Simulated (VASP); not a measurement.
Crystal: Cu3Mo2.

```xyz
10
Lattice="1.5250 -2.1550 0.0000 1.5250 2.1550 0.0000 0.0000 0.0000 21.5700" Properties=species:S:1:pos:R:3 pbc="T T T"
Cu    1.5250    1.0775    1.0785
Cu    1.5250   -1.0775    3.2355
Cu    1.5250    1.0775    5.3925
Cu    1.5250   -1.0775   20.4915
Cu    1.5250   -1.0775   16.1775
Cu    1.5250    1.0775   18.3345
Mo    1.5250    1.0775    9.7065
Mo    1.5250   -1.0775    7.5495
Mo    1.5250   -1.0775   11.8635
Mo    1.5250    1.0775   14.0205
```

```yaml
Program: VASP 6.6.1
Task: relaxation of cell and atoms
Functional: PBE
Potentials_or_basis: VASP PAW PBE potentials, release 64 (Cu, Mo_sv)
Cutoff: 600 eV
k_mesh: 6 × 6 × 1
Occupations: gaussian, width 0.2 eV
Spin: no spin polarisation
```

At the start: pressure 2.5 GPa; volume 14.18 Å³/atom.

Task: Where does the relaxation end?

Result: Over 17 steps the energy falls by 81.4 meV/atom and the volume is 13.67 Å³/atom (-3.6 %); space group Cmme (No. 67, to 0.1 Å) before and after.

The path:
```
step  energy change (eV)  largest force (eV/Å)  pressure (GPa)  volume (Å³)
   1              0.0000                1.2894            2.45       141.77
   2             -0.1514                0.5198           -4.04       146.26
   3             -0.1514                0.5189           -4.01       146.27
   4             -0.2932                0.5856           -2.56       144.13
   5             -0.4402                0.7303            1.31       139.71
   6             -0.4435                0.7614            2.18       138.83
   7             -0.5549                0.5216            0.28       139.43
   8             -0.6042                0.6194           -1.89       140.24
   9             -0.6671                0.6755            1.11       137.33
  10             -0.6708                0.6890            2.03       136.47
  11             -0.7436                0.4457            0.26       137.28
  12             -0.7611                0.3775           -1.11       137.97
  13             -0.7984                0.3161            0.73       136.47
  14             -0.8000                0.2982            1.04       136.14
  15             -0.8105                0.0917           -0.96       137.62
  16             -0.8113                0.1169           -0.51       137.31
  17             -0.8139                0.0531            0.27       136.72
```

Final structure:
```
CELL_PARAMETERS angstrom
1.61531 -2.06554 0.00000
1.61531 2.06554 0.00000
0.00000 0.00000 20.48853
ATOMIC_POSITIONS crystal
Cu 0.25000 0.75000 0.04518
Cu 0.75000 0.25000 0.13559
Cu 0.25000 0.75000 0.22735
Cu 0.75000 0.25000 0.95482
Cu 0.75000 0.25000 0.77265
Cu 0.25000 0.75000 0.86441
Mo 0.25000 0.75000 0.44304
Mo 0.75000 0.25000 0.33022
Mo 0.75000 0.25000 0.55696
Mo 0.25000 0.75000 0.66978
```

Caveat: the k points lie up to 0.41 Å⁻¹ apart in the final cell, too coarse for converged energies and pressures of a metal; the relaxation stopped at a loose force limit of 0.08 eV/Å, so its end isn't a converged minimum.
